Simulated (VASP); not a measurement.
# ScNbN (P-3m1) in VASP: notebook

Runs on ScNbN. Level: PBE. Tasks: single point.

Program: VASP 6.6.1. These are calculated values, not measurements. Logs are shortened: lines on timing, memory, paths and dates and some standing lists are left out, and cuts for length are marked.

### Step 1. The cell of the first run

The structure is trigonal, space group P-3m1 (No. 164). The conventional cell has a = 3.111 Å, b = 3.111 Å, c = 10.357 Å, α = 90.00°, β = 90.00°, γ = 120.00°. Nb (site symmetry 3m) has 3 N at 2.21 Å within 2.9 Å. Sc (site symmetry -3m) has 6 Sc at 3.11 Å and 6 Nb at 3.13 Å within 4.1 Å. Sc (site symmetry -3m) has 6 N at 2.23 Å within 3.0 Å. Within 2.9 Å of N (site symmetry 3m) lie 3 Nb at 2.21 Å and 3 Sc at 2.23 Å.

### Step 2. Single point, PBE

File INCAR:

```
PREC = Accurate
ENCUT = 520
EDIFF = 1E-6
ISMEAR = -1
SIGMA = 0.05
LREAL = False
LASPH = True
NELM = 60
ALGO = Normal
ISIF = 2
LWAVE = False
LCHARG = True
GGA = PE
LELF = True
LVHAR = True
NBANDS = 38
```

File KPOINTS:

```
regular mesh
0
Gamma
  10 10 3
```

File POSCAR:

```
ScNbN
1.0
    3.1109744204      0.0000000000      0.0000000000
   -1.5554872102      2.6941828786      0.0000000000
    0.0000000000      0.0000000000     10.3571530000
Nb Sc N
2 2 2
Direct
    0.3333333333      0.6666666667      0.2474310000
    0.6666666667      0.3333333333      0.7525690000
    0.0000000000      0.0000000000      0.0000000000
    0.0000000000      0.0000000000      0.5000000000
    0.3333333333      0.6666666667      0.6278110000
    0.6666666667      0.3333333333      0.3721890000
```

Potentials or basis: VASP PAW PBE potentials, release 64 (Nb_sv, Sc_sv, N).

On the command line:

```
> cat potpaw_PBE.64/Nb_sv/POTCAR potpaw_PBE.64/Sc_sv/POTCAR potpaw_PBE.64/N/POTCAR > POTCAR
> mpirun -np 1 vasp_std > vasp.out
```

OUTCAR:

```text
PREC = Accurate
   ENCUT = 520
   EDIFF = 1E-6
   ISMEAR = -1
   LREAL = False
   LASPH = True
   NELM = 60
   ISIF = 2
   GGA = PE

 ion  position               nearest neighbor table
   1  0.333  0.667  0.247-   6 2.21   6 2.21   6 2.21   3 3.13   3 3.13   3 3.13   4 3.17   4 3.17
                             4 3.17
   2  0.667  0.333  0.753-   5 2.21   5 2.21   5 2.21   3 3.13   3 3.13   3 3.13   4 3.17   4 3.17
                             4 3.17
   3  0.000  0.000  0.000-   1 3.13   2 3.13   2 3.13   1 3.13   2 3.13   1 3.13
   4  0.000  0.000  0.500-   5 2.23   6 2.23   6 2.23   5 2.23   6 2.23   5 2.23   1 3.17   2 3.17
                             1 3.17   2 3.17   2 3.17   1 3.17
   5  0.333  0.667  0.628-   2 2.21   2 2.21   2 2.21   4 2.23   4 2.23   4 2.23
   6  0.667  0.333  0.372-   1 2.21   1 2.21   1 2.21   4 2.23   4 2.23   4 2.23

  LATTYP: Found a hexagonal cell.
 ALAT       =     3.1109744204
 C/A-ratio  =     3.3292311670

  Lattice vectors:

 A1 = (   3.1109744204,   0.0000000000,   0.0000000000)
 A2 = (  -1.5554872102,   2.6941828786,   0.0000000000)
 A3 = (   0.0000000000,   0.0000000000,  10.3571530000)

Analysis of symmetry for initial positions (statically):
=====================================================================
 Subroutine PRICEL returns:
 Original cell was already a primitive cell.

 Routine SETGRP: Setting up the symmetry group for a
 hexagonal supercell.

 Subroutine GETGRP returns: Found 12 space group operations
 (whereof 12 operations were pure point group operations)
 out of a pool of 24 trial point group operations.

The static configuration has the point symmetry D_3d.

Analysis of symmetry for dynamics (positions and initial velocities):
=====================================================================
 Subroutine PRICEL returns:
 Original cell was already a primitive cell.

 Routine SETGRP: Setting up the symmetry group for a
 hexagonal supercell.

 Subroutine GETGRP returns: Found 12 space group operations
 (whereof 12 operations were pure point group operations)
 out of a pool of 24 trial point group operations.

The dynamic configuration has the point symmetry D_3d.

 Subroutine INISYM returns: Found 12 space group operations
 (whereof 12 operations are pure point group operations),
 and found     1 'primitive' translations

----------------------------------------------------------------------------------------

                                     Primitive cell

  volume of cell :      86.8088

  direct lattice vectors                    reciprocal lattice vectors
     3.110974420  0.000000000  0.000000000     0.321442694  0.185585026  0.000000000
    -1.555487210  2.694182879  0.000000000     0.000000000  0.371170052  0.000000000
     0.000000000  0.000000000 10.357153000     0.000000000  0.000000000  0.096551630

  length of vectors
     3.110974420  3.110974420 10.357153000     0.371170052  0.371170052  0.096551630

  position of ions in fractional coordinates (direct lattice)
     0.333333333  0.666666667  0.247431000
     0.666666667  0.333333333  0.752569000
     0.000000000  0.000000000  0.000000000
     0.000000000  0.000000000  0.500000000
     0.333333333  0.666666667  0.627811000
     0.666666667  0.333333333  0.372189000

  ion indices of the primitive-cell ions
   primitive index   ion index
                 1           1
                 2           2
                 3           3
                 4           4
                 5           5
                 6           6

----------------------------------------------------------------------------------------

 KPOINTS: regular mesh

Automatic generation of k-mesh.
 Grid dimensions read from file:
 generate k-points for:   10   10    3

 Generating k-lattice:

  Cartesian coordinates                     Fractional coordinates (reciprocal lattice)
     0.032144269  0.018558503  0.000000000     0.100000000  0.000000000  0.000000000
     0.000000000  0.037117005  0.000000000     0.000000000  0.100000000  0.000000000
     0.000000000  0.000000000  0.032183877     0.000000000  0.000000000  0.333333333

  Length of vectors
     0.037117005  0.037117005  0.032183877

  Shift w.r.t. Gamma in fractional coordinates (k-lattice)
     0.000000000  0.000000000  0.000000000

 Subroutine IBZKPT returns following result:
 ===========================================

 Found     36 irreducible k-points:

 Following reciprocal coordinates:
            Coordinates               Weight
  0.000000  0.000000  0.000000      1.000000
  0.100000 -0.000000  0.000000      6.000000
  0.200000 -0.000000  0.000000      6.000000
  0.300000 -0.000000  0.000000      6.000000
  0.400000 -0.000000  0.000000      6.000000
  0.500000 -0.000000  0.000000      3.000000
[... 16 lines left out ...]
  0.000000  0.400000  0.333333      6.000000
  0.500000 -0.000000  0.333333      6.000000
 [... further k-points ...]
   k-points           NKPTS =     36   k-points in BZ     NKDIM =     36   number of bands    NBANDS=     38
   number of dos      NEDOS =    301   number of ions     NIONS =      6
   total plane-waves  NPLWV =  46080
   dimension x,y,z NGX =    24 NGY =   24 NGZ =   80
   dimension x,y,z NGXF=    48 NGYF=   48 NGZF=  160
   ions per type =               2   2   2
   NGX,Y,Z   is equivalent  to a cutoff of  12.83, 12.83, 12.84 a.u.
   NGXF,Y,Z  is equivalent  to a cutoff of  25.65, 25.65, 25.68 a.u.
 SYSTEM =  unknown system
   PREC   = accura    normal or accurate (medium, high low for compatibility)
   ISTART =      0    job   : 0-new  1-cont  2-samecut
   ICHARG =      2    charge: 1-file 2-atom 10-const
   ISPIN  =      1    spin polarized calculation?
   LNONCOLLINEAR =      F non collinear calculations
   LSORBIT =      F    spin-orbit coupling
   LASPH  =      T    aspherical Exc in radial PAW
   ENCUT  =  520.0 eV  38.22 Ry    6.18 a.u.   5.78  5.78 19.26*2*pi/ulx,y,z
   NELM   =     60;   NELMIN=  2; NELMDL= -5     # of ELM steps
   EDIFF  = 0.1E-05   stopping-criterion for ELM
   LREAL  =      F    real-space projection
   EDIFFG = 0.1E-04   stopping-criterion for IOM
   NSW    =      0    number of steps for IOM
   IBRION =     -1    ionic relax: 0-MD 1-quasi-New 2-CG
   NFREE  =      0    steps in history (QN), initial steepest desc. (CG)
   ISIF   =      2    stress and relaxation
   ISYM   =      2    0-nonsym 1-usesym 2-fastsym
   POTIM  = 0.5000    time-step for ionic-motion
   TEBEG  =    0.0;   TEEND  =   0.0 temperature during run
   PSTRESS=    0.0 pullay stress
   NELECT =      58.0000    total number of electrons
   NUPDOWN=      -1.0000    fix difference up-down
   EMIN   =  10.00;   EMAX   =-10.00  energy-range for DOS
   EFERMI =   0.00;   METHOD = LEGACY
   ISMEAR =    -1;   SIGMA  =   0.05  broadening in eV -4-tet -1-fermi 0-gaus
   EFERMI_NEDOS =   21; number of points for ismear=-14 and -15
   IALGO  =     38    algorithm
   IMIX   =      4    mixing-type and parameters
     AMIX     =   0.40;   BMIX     =  1.00
     AMIX_MAG =   1.60;   BMIX_MAG =  1.00
  volume/ion in A,a.u.               =      14.47        97.64
  Fermi-wavevector in a.u.,A,eV,Ry     =   1.431186  2.704550 27.868738  2.048294
  Thomas-Fermi vector in A             =   2.550950
   LORBIT       =      0    0 simple, 1 ext, 2 COOP (PROOUT), +10 PAW based schemes
   GGA     = PE    functional components
   LHFCALC =     F    Hartree Fock is set to
   AEXX    =    0.0000 exact exchange contribution
   IVDW    =     0    specifies the selected vdW correction
   LEPSILON=     F    determine dielectric tensor
   LRPA    =     F    only Hartree local field effects (RPA)
 non-spin polarized calculation
  energy-cutoff  :      520.00
  volume of cell :       86.81
 maximum number of plane-waves:      2360
 NGX is ok and might be reduce to    24
   NGX = 11   NGY = 11   NGZ = 39

 number of electron      58.0000000 magnetization

 Free energy of the ion-electron system (eV)
  ---------------------------------------------------
  ext. energy  EPLUGINS =         0.00000000
  ---------------------------------------------------
  free energy    TOTEN  =       -55.72610983 eV

  energy without entropy =      -55.69755294  energy(sigma->0) =      -55.71183138

 E-fermi :   8.2571     XC(G=0): -11.8700

 val. band max:        8.2495211345   @ k =   0.1000   0.1000   0.0000
 cond. band min:       8.2827520176   @ k =   0.3000  -0.0000   0.3333
 fundamental gap:      0.0332308831
 Fermi energy:         8.2570993716

 k-point     1 :       0.0000    0.0000    0.0000
  band No.  band energies     occupation
      1     -46.8860      2.00000
      2     -46.8857      2.00000
      3     -40.8248      2.00000
      4     -40.6697      2.00000
      5     -23.0317      2.00000
      6     -23.0008      2.00000
[... 30 lines left out ...]
     37      10.6006      0.00000
     38      10.9478      0.00000

 k-point     2 :       0.1000   -0.0000    0.0000
  band No.  band energies     occupation
      1     -46.8783      2.00000
      2     -46.8781      2.00000
      3     -40.8169      2.00000
      4     -40.6628      2.00000
      5     -23.0177      2.00000
      6     -22.9903      2.00000
[... 30 lines left out ...]
     37      10.8407      0.00000
     38      11.1275      0.00000

 k-point     3 :       0.2000   -0.0000    0.0000
  band No.  band energies     occupation
      1     -46.8582      2.00000
      2     -46.8581      2.00000
      3     -40.7962      2.00000
      4     -40.6448      2.00000
      5     -22.9843      2.00000
      6     -22.9662      2.00000
[... 30 lines left out ...]
     37      10.9581      0.00000
     38      11.0176      0.00000

 k-point     4 :       0.3000   -0.0000    0.0000
  band No.  band energies     occupation
      1     -46.8332      2.00000
      2     -46.8331      2.00000
      3     -40.7705      2.00000
      4     -40.6224      2.00000
      5     -23.0661      2.00000
      6     -23.0595      2.00000
[... 30 lines left out ...]
     37      11.1200      0.00000
     38      11.1706      0.00000
[... 703 lines left out ...]
      4     -40.6042      2.00000
      5     -23.2233      2.00000
      6     -23.2185      2.00000
[... 30 lines left out ...]
     37      11.8033      0.00000
     38      11.9535      0.00000

 k-point    23 :       0.0000    0.4000    0.3333
  band No.  band energies     occupation
      1     -46.8129      2.00000
      2     -46.8129      2.00000
      3     -40.7496      2.00000
      4     -40.6042      2.00000
      5     -23.2230      2.00000
      6     -23.2189      2.00000
[... 30 lines left out ...]
     37      11.6772      0.00000
     38      11.9867      0.00000

 k-point    24 :       0.5000   -0.0000    0.3333
  band No.  band energies     occupation
      1     -46.8051      2.00000
      2     -46.8051      2.00000
      3     -40.7416      2.00000
      4     -40.5973      2.00000
      5     -23.2838      2.00000
      6     -23.2792      2.00000
[... 30 lines left out ...]
     37      12.1310      0.00000
     38      12.5129      0.00000

 [... further k-points ...]
[... 5 lines left out ...]
  --------------------------------------------------------------------------------------
  -------------------------------------------------------------------------------------
  Total       -1.1418880     -1.1418880     -1.0124802      0.0000000      0.0000000     -0.0000000
  in kB      -21.0751264    -21.0751264    -18.6867255      0.0000000      0.0000000     -0.0000000
  external PRESSURE =     -20.2789928 kB  Pullay stress =       0.0000000 kB

 VOLUME and BASIS-vectors are now :
 -----------------------------------------------------------------------------
  energy-cutoff  :      520.00
  volume of cell :       86.81
      direct lattice vectors                 reciprocal lattice vectors
     3.110974420  0.000000000  0.000000000     0.321442694  0.185585026  0.000000000
    -1.555487210  2.694182879  0.000000000     0.000000000  0.371170052  0.000000000
     0.000000000  0.000000000 10.357153000     0.000000000  0.000000000  0.096551630

 POSITION                                       TOTAL-FORCE (eV/Angst)
 -----------------------------------------------------------------------------------
     -0.00000      1.79612      2.56268         0.000000      0.000000      0.151795
      1.55549      0.89806      7.79447        -0.000000     -0.000000     -0.151795
      0.00000      0.00000      0.00000         0.000000      0.000000      0.000000
      0.00000      0.00000      5.17858         0.000000      0.000000      0.000000
     -0.00000      1.79612      6.50233         0.000000      0.000000      0.281602
      1.55549      0.89806      3.85482        -0.000000      0.000000     -0.281602
 -----------------------------------------------------------------------------------
    total drift:                               -0.000000      0.000000     -0.000000

  FREE ENERGIE OF THE ION-ELECTRON SYSTEM (eV)
  ---------------------------------------------------
  free  energy   TOTEN  =       -55.7261098253 eV

  energy  without entropy=      -55.6975529382  energy(sigma->0) =      -55.71183138
```

Wall time 59 s (1 thread of Intel Xeon 6975P-C (Granite Rapids), shared host); peak memory 0.26 GiB.

Results:

* Free energy: -55.7261 eV
* Pressure: -2.0 GPa
* Largest force: 0.282 eV/Å
* Band gap on the k mesh: zero (band 29 reaches 8.74 eV, above the bottom of band 30 at 8.12 eV)

Forces in eV/Å, atoms in the order of the input:
```
Nb   0.000  0.000  0.152
Nb   0.000  0.000 -0.152
Sc   0.000  0.000  0.000
Sc   0.000  0.000  0.000
N    0.000  0.000  0.282
N    0.000  0.000 -0.282
```

Levels at points of the mesh, in eV from the Fermi level:
```tsv
k point	band 25	band 26	band 27	band 28	band 29	band 30	band 31	band 32	band 33	band 34
(0.00, 0.00, 0.00)	-3.35	-0.94	-0.88	0.43	0.43	0.70	0.83	1.07	1.07	1.56
(0.50, 0.00, 0.00)	-2.45	-1.52	-0.97	-0.76	-0.25	0.48	0.64	1.83	2.42	3.04
```

### Step 3. Single point, PBE

This run uses another cell than the first one, of 14.76 Å³/atom, 1.020 times its volume.

File INCAR:

```
PREC     = Accurate       # precision mode
ENCUT    = 520            # plane-wave cutoff, eV
EDIFF    = 1E-7           # SCF threshold, eV
ISMEAR   = -1             # smearing method
SIGMA    = 0.05           # smearing width, eV
LREAL    = False          # projectors in reciprocal space
LASPH    = True           # aspherical terms in the spheres
NELM     = 80             # most SCF steps
ALGO     = Normal         # electronic algorithm
ISIF     = 2              # what is computed and relaxed
LWAVE    = False          # write WAVECAR
LCHARG   = False          # write CHGCAR
GGA      = PE             # functional
NBANDS   = 38             # bands
```

KPOINTS is that of step 2.

Edit POSCAR of step 2 so:

```diff
@@ -2,5 +2,5 @@
 1.0
-    3.1109744204      0.0000000000      0.0000000000
-   -1.5554872102      2.6941828786      0.0000000000
-    0.0000000000      0.0000000000     10.3571530000
+    3.1315775004      0.0000000000      0.0000000000
+   -1.5657887502      2.7120256693      0.0000000000
+    0.0000000000      0.0000000000     10.4257454162
 Nb Sc N
```

Potentials or basis: VASP PAW PBE potentials, release 64 (Nb_sv, Sc_sv, N).

On the command line:

```
> cat potpaw_PBE.64/Nb_sv/POTCAR potpaw_PBE.64/Sc_sv/POTCAR potpaw_PBE.64/N/POTCAR > POTCAR
> mpirun -np 1 vasp_std > vasp.out
```

Wall time 60 s (1 thread of Intel Xeon 6975P-C (Granite Rapids), shared host); peak memory 0.26 GiB.

It converged, with:

```
Free energy            : -55.6871 eV
Pressure               : -5.4 GPa
Largest force          : 0.311 eV/Å
Band gap on the k mesh : zero (band 29 reaches 8.53 eV, above the bottom of band 30 at 7.92 eV)
```

Forces in eV/Å, atoms in the order of the input:
```
Nb   0.000  0.000  0.311
Nb   0.000  0.000 -0.311
Sc   0.000  0.000  0.000
Sc   0.000  0.000  0.000
N    0.000  0.000  0.310
N    0.000  0.000 -0.310
```

Stress tensor (GPa, compression positive):
```
-5.47  0.00  0.00
 0.00 -5.47  0.00
 0.00  0.00 -5.20
```

Levels at points of the mesh, in eV from the Fermi level:
```csv
k point,band 26,band 27,band 28,band 29,band 30,band 31,band 32,band 33
"(0.00, 0.00, 0.00)",-0.92,-0.89,0.43,0.43,0.69,0.83,1.04,1.04
"(0.50, 0.00, 0.00)",-1.50,-0.94,-0.74,-0.26,0.49,0.61,1.80,2.37
```

### Step 4. Single point, PBE

This run uses another cell than the first one, of 15.05 Å³/atom, 1.040 times its volume.

Edit INCAR of step 3 so:

```diff
@@ -2,3 +2,3 @@
 ENCUT    = 520            # plane-wave cutoff, eV
-EDIFF    = 1E-7           # SCF threshold, eV
+EDIFF    = 1E-6           # SCF threshold, eV
 ISMEAR   = -1             # smearing method
```

KPOINTS is that of step 3.

Edit POSCAR of step 3 so:

```diff
@@ -2,5 +2,5 @@
 1.0
-    3.1315775004      0.0000000000      0.0000000000
-   -1.5657887502      2.7120256693      0.0000000000
-    0.0000000000      0.0000000000     10.4257454162
+    3.1519129891      0.0000000000      0.0000000000
+   -1.5759564945      2.7296367191      0.0000000000
+    0.0000000000      0.0000000000     10.4934469588
 Nb Sc N
```

On the command line:

```
> cat potpaw_PBE.64/Nb_sv/POTCAR potpaw_PBE.64/Sc_sv/POTCAR potpaw_PBE.64/N/POTCAR > POTCAR
> mpirun -np 1 vasp_std > vasp.out
```

Run time: 57 s. Hardware: 1 thread of Intel Xeon 6975P-C (Granite Rapids), shared host; peak memory 0.27 GiB.

The run converged. Its results:

```yaml
Free_energy: -55.6135 eV
Pressure: -8.4 GPa
Largest_force: 0.457 eV/Å
Band_gap_on_the_k_mesh: zero (band 29 reaches 8.32 eV, above the bottom of band 30 at 7.72 eV)
```

Forces on the atoms (eV/Å):
```
Nb   0.000  0.000  0.457
Nb   0.000  0.000 -0.457
Sc   0.000  0.000  0.000
Sc   0.000  0.000  0.000
N    0.000  0.000  0.335
N    0.000  0.000 -0.335
```

Stress tensor (GPa, compression positive):
```
-8.51  0.00  0.00
 0.00 -8.51  0.00
 0.00  0.00 -8.22
```

Levels at points of the mesh, in eV from the Fermi level:
```tsv
k point	band 25	band 26	band 27	band 28	band 29	band 30	band 31	band 32	band 33	band 34
(0.00, 0.00, 0.00)	-3.22	-0.90	-0.90	0.43	0.43	0.68	0.83	1.02	1.02	1.52
(0.50, 0.00, 0.00)	-2.31	-1.49	-0.92	-0.73	-0.27	0.50	0.57	1.77	2.33	2.89
```

### Step 5. Overview

```csv
cell,gap on the mesh (eV),pressure (GPa),largest force (eV/Å)
"a = 3.111, b = 3.111, c = 10.357 Å, angles 90.0, 90.0, 120.0°, 6 atoms",none,-2.0,0.28
"a = 3.132, b = 3.132, c = 10.426 Å, angles 90.0, 90.0, 120.0°, 6 atoms",none,-5.4,0.31
"a = 3.152, b = 3.152, c = 10.493 Å, angles 90.0, 90.0, 120.0°, 6 atoms",none,-8.4,0.46
```

Alike in all rows: task single point; level PBE; potentials or basis VASP PAW PBE potentials, release 64 (Nb_sv, Sc_sv, N); no spin polarisation; k mesh 10 × 10 × 3; cutoff (eV) 520; smearing fermi-dirac 0.05 eV.

Total energies depend on the potentials used, so only differences within one code and one set of settings carry meaning.
